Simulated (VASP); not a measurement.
Here is a VASP 6.6.1 calculation.

INCAR

```
SYSTEM = Ti
ALGO = Normal
EDIFF = 1E-6
EDIFFG = -0.01
ENCUT = 600
GGA = PS
IBRION = 2
ISIF = 3
ISMEAR = 0
LASPH = .TRUE.
LCHARG = .FALSE.
LREAL = .FALSE.
LWAVE = .FALSE.
NELM = 100
NSW = 100
PREC = Accurate
SIGMA = 0.1
```

KPOINTS

```
k-points
0
G
  22 22 22
  0 0 0
```

The input POSCAR:

```
Ti
1.0
    2.6120080534      0.0000000000      0.0000000000
    0.0000000000      2.6120080534      0.0000000000
    0.0000000000      0.0000000000      2.6120080534
Ti
1
Direct
    0.0000000000      0.0000000000      0.0000000000
```

Potentials or basis: VASP PAW PBE potentials, release 64 (Ti_sv).

Command:

```console
$ cat potpaw_PBE.64/Ti_sv/POTCAR > POTCAR
$ mpirun -np 1 vasp_std > vasp.out
```

Problem. Predict the relaxed volume.

Solution. 17.43 Å³/atom.

Problem. What does it give for the relaxed cell?

Solution. a = 2.593 Å, b = 2.593 Å, c = 2.593 Å, α = 90.00°, β = 90.00°, γ = 90.00°.

Problem. What does it give for the band gap on the k mesh?

Solution. Zero (band 6 reaches 8.80 eV, above the bottom of band 7 at 6.57 eV).

Step by step:
```csv
step,energy change (eV),largest force (eV/Å),pressure (GPa),volume (Å³)
1,0.0000,0.0000,-1.80,17.82
2,-0.0021,0.0000,0.57,17.31
3,-0.0023,0.0000,0.02,17.43
```

Caveat: the PAW data sets were made with another functional, which shifts forces and pressure a little.
